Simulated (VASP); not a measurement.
# Mg (P6_3/mmc) in VASP: single point with LDA

Aim: the single point of Mg with LDA.

Everything below comes from runs of VASP 6.6.1. Logs are shortened: lines on timing, memory, paths and dates and some standing lists are left out, and cuts for length are marked.

### Step 1. The cell of the first run

The structure is hexagonal, space group P6_3/mmc (No. 194). The conventional cell has a = 3.209 Å, b = 3.209 Å, c = 5.210 Å, α = 90.00°, β = 90.00°, γ = 120.00°. Within 4.2 Å of Mg (site symmetry -6m2) lie 12 Mg at 3.20 to 3.21 Å.

### Step 2. Single point, LDA

File INCAR:

```
SYSTEM = Mg
PREC = Accurate
ENCUT = 520
EDIFF = 1E-7
ISMEAR = 0
SIGMA = 0.05
LREAL = .False.
LASPH = .True.
NELM = 80
ALGO = Normal
ISIF = 2
LWAVE = .False.
LCHARG = .False.
NBANDS = 9
```

File KPOINTS:

```
Automatic mesh
0
Gamma
  18 18 8
  0 0 0
```

File POSCAR:

```
Mg
1.0
    3.2093000000      0.0000000000      0.0000000000
   -1.6046500000      2.7793353300      0.0000000000
    0.0000000000      0.0000000000      5.2103000000
Mg
2
Direct
    0.3333333300      0.6666666700      0.2500000000
    0.6666666700      0.3333333300      0.7500000000
```

Potentials or basis: VASP PAW LDA potentials, release 64 (Mg).

The run is started by

```bash
$ cat potpaw_LDA.64/Mg/POTCAR > POTCAR
$ mpirun -np 1 vasp_std > vasp.out
```

OUTCAR:

```text
SYSTEM = Mg
   PREC = Accurate
   ENCUT = 520
   EDIFF = 1E-7
   ISMEAR = 0
   LREAL = .False.
   LASPH = .True.
   NELM = 80
   ISIF = 2

 ion  position               nearest neighbor table
   1  0.333  0.667  0.250-   2 3.20   2 3.20   2 3.20   2 3.20   2 3.20   2 3.20
   2  0.667  0.333  0.750-   1 3.20   1 3.20   1 3.20   1 3.20   1 3.20   1 3.20

  LATTYP: Found a hexagonal cell.
 ALAT       =     3.2093000000
 C/A-ratio  =     1.6235004518

  Lattice vectors:

 A1 = (   3.2093000000,   0.0000000000,   0.0000000000)
 A2 = (  -1.6046500000,   2.7793353300,   0.0000000000)
 A3 = (   0.0000000000,   0.0000000000,   5.2103000000)

Analysis of symmetry for initial positions (statically):
=====================================================================
 Subroutine PRICEL returns:
 Original cell was already a primitive cell.

 Routine SETGRP: Setting up the symmetry group for a
 hexagonal supercell.

 Subroutine GETGRP returns: Found 24 space group operations
 (whereof 12 operations were pure point group operations)
 out of a pool of 24 trial point group operations.

The static configuration has the point symmetry D_3d.
 The point group associated with its full space group is D_6h.

Analysis of symmetry for dynamics (positions and initial velocities):
=====================================================================
 Subroutine PRICEL returns:
 Original cell was already a primitive cell.

 Routine SETGRP: Setting up the symmetry group for a
 hexagonal supercell.

 Subroutine GETGRP returns: Found 24 space group operations
 (whereof 12 operations were pure point group operations)
 out of a pool of 24 trial point group operations.

The dynamic configuration has the point symmetry D_3d.
 The point group associated with its full space group is D_6h.

 Subroutine INISYM returns: Found 24 space group operations
 (whereof 12 operations are pure point group operations),
 and found     1 'primitive' translations

----------------------------------------------------------------------------------------

                                     Primitive cell

  volume of cell :      46.4744

  direct lattice vectors                    reciprocal lattice vectors
     3.209300000  0.000000000  0.000000000     0.311594429  0.179899127  0.000000000
    -1.604650000  2.779335330  0.000000000     0.000000000  0.359798254  0.000000000
     0.000000000  0.000000000  5.210300000     0.000000000  0.000000000  0.191927528

  length of vectors
     3.209300000  3.209300001  5.210300000     0.359798255  0.359798254  0.191927528

[... 87 lines left out ...]
   ISYM   =      2    0-nonsym 1-usesym 2-fastsym
   POTIM  = 0.5000    time-step for ionic-motion
   TEBEG  =    0.0;   TEEND  =   0.0 temperature during run
   PSTRESS=    0.0 pullay stress
   NELECT =       4.0000    total number of electrons
   NUPDOWN=      -1.0000    fix difference up-down
   EMIN   =  10.00;   EMAX   =-10.00  energy-range for DOS
   EFERMI =   0.00;   METHOD = LEGACY
   ISMEAR =     0;   SIGMA  =   0.05  broadening in eV -4-tet -1-fermi 0-gaus
   EFERMI_NEDOS =   21; number of points for ismear=-14 and -15
   IALGO  =     38    algorithm
   IMIX   =      4    mixing-type and parameters
     AMIX     =   0.40;   BMIX     =  1.00
     AMIX_MAG =   1.60;   BMIX_MAG =  1.00
  volume/ion in A,a.u.               =      23.24       156.81
  Fermi-wavevector in a.u.,A,eV,Ry     =   0.722809  1.365911  7.108401  0.522453
  Thomas-Fermi vector in A             =   1.812866
   LORBIT       =      0    0 simple, 1 ext, 2 COOP (PROOUT), +10 PAW based schemes
   GGA     = CA    functional components
   LHFCALC =     F    Hartree Fock is set to
   AEXX    =    0.0000 exact exchange contribution
   IVDW    =     0    specifies the selected vdW correction
   LEPSILON=     F    determine dielectric tensor
   LRPA    =     F    only Hartree local field effects (RPA)
 non-spin polarized calculation
 Gauss-broadening in eV      SIGMA  =   0.05
  energy-cutoff  :      520.00
  volume of cell :       46.47
 maximum number of plane-waves:      1276
 NGX is ok and might be reduce to    24
   NGX = 11   NGY = 11   NGZ = 19

 number of electron       4.0000000 magnetization

 Free energy of the ion-electron system (eV)
  ---------------------------------------------------
  ext. energy  EPLUGINS =         0.00000000
  ---------------------------------------------------
  free energy    TOTEN  =        -3.58729571 eV

  energy without entropy =       -3.58553980  energy(sigma->0) =       -3.58641776

 E-fermi :   2.4129     XC(G=0):  -8.6406

 val. band max:        2.4094629482   @ k =   0.2778   0.1667   0.1250
 cond. band min:       2.4158816380   @ k =   0.3333   0.3333   0.3750
 fundamental gap:      0.0064186898
 Fermi energy:         2.4129105180

 k-point     1 :       0.0000    0.0000    0.0000
  band No.  band energies     occupation
      1      -4.4602      2.00000
      2       0.7783      2.00000
      3       1.1290      2.00000
      4      13.2342      0.00000
      5      13.2342      0.00000
      6      13.2487      0.00000
      7      13.2487      0.00000
      8      14.1576      0.00000
      9      15.6672      0.00000
[... 265 lines left out ...]
 k-point    24 :       0.3889    0.1111    0.0000
  band No.  band energies     occupation
      1      -0.5105      2.00000
      2       1.5270      2.00000
      3       4.4569      0.00000
      4       4.9837      0.00000
      5       6.3401      0.00000
      6       6.4958      0.00000
      7       7.8337      0.00000
      8      11.5056      0.00000
      9      12.2246      0.00000

 [... further k-points ...]

------------------------ aborting loop because EDIFF is reached ----------------------------------------

  FORCE on cell =-STRESS in cart. coord.  units (eV):
  Direction    XX          YY          ZZ          XY          YZ          ZX
  --------------------------------------------------------------------------------------
  -------------------------------------------------------------------------------------
  Total       -0.7752742     -0.7752742     -0.9121190      0.0000000      0.0000000      0.0000000
  in kB      -26.7271064    -26.7271064    -31.4447458      0.0000000      0.0000000      0.0000000
  external PRESSURE =     -28.2996529 kB  Pullay stress =       0.0000000 kB

 VOLUME and BASIS-vectors are now :
 -----------------------------------------------------------------------------
  energy-cutoff  :      520.00
  volume of cell :       46.47
      direct lattice vectors                 reciprocal lattice vectors
     3.209300000  0.000000000  0.000000000     0.311594429  0.179899127  0.000000000
    -1.604650000  2.779335330  0.000000000     0.000000000  0.359798254  0.000000000
     0.000000000  0.000000000  5.210300000     0.000000000  0.000000000  0.191927528

 POSITION                                       TOTAL-FORCE (eV/Angst)
 -----------------------------------------------------------------------------------
     -0.00000      1.85289      1.30258        -0.000000      0.000000      0.000000
      1.60465      0.92645      3.90773         0.000000      0.000000      0.000000
 -----------------------------------------------------------------------------------
    total drift:                                0.000000     -0.000000      0.000000

  FREE ENERGIE OF THE ION-ELECTRON SYSTEM (eV)
  ---------------------------------------------------
  free  energy   TOTEN  =        -3.5872957134 eV

  energy  without entropy=       -3.5855398001  energy(sigma->0) =       -3.58641776
```

It took 19 s on 1 thread of Intel Xeon Platinum 8488C (Sapphire Rapids), shared host; peak memory 0.19 GiB.

Results:

* Free energy: -3.5873 eV
* Pressure: -2.8 GPa
* Band gap on the k mesh: zero (band 2 reaches 3.42 eV, above the bottom of band 3 at 1.13 eV)

Levels at points of the mesh, in eV from the Fermi level:
```csv
k point,band 1,band 2,band 3,band 4,band 5,band 6
"(0.00, 0.00, 0.00)",-6.87,-1.63,-1.28,10.82,10.82,10.84
"(0.50, 0.00, 0.00)",-2.14,-2.10,2.63,3.06,3.19,3.62
"(0.00, 0.00, 0.50)",-5.49,-5.49,4.97,4.97,11.56,11.56
"(0.50, 0.00, 0.50)",-1.07,-1.07,-0.48,-0.48,7.90,7.90
```
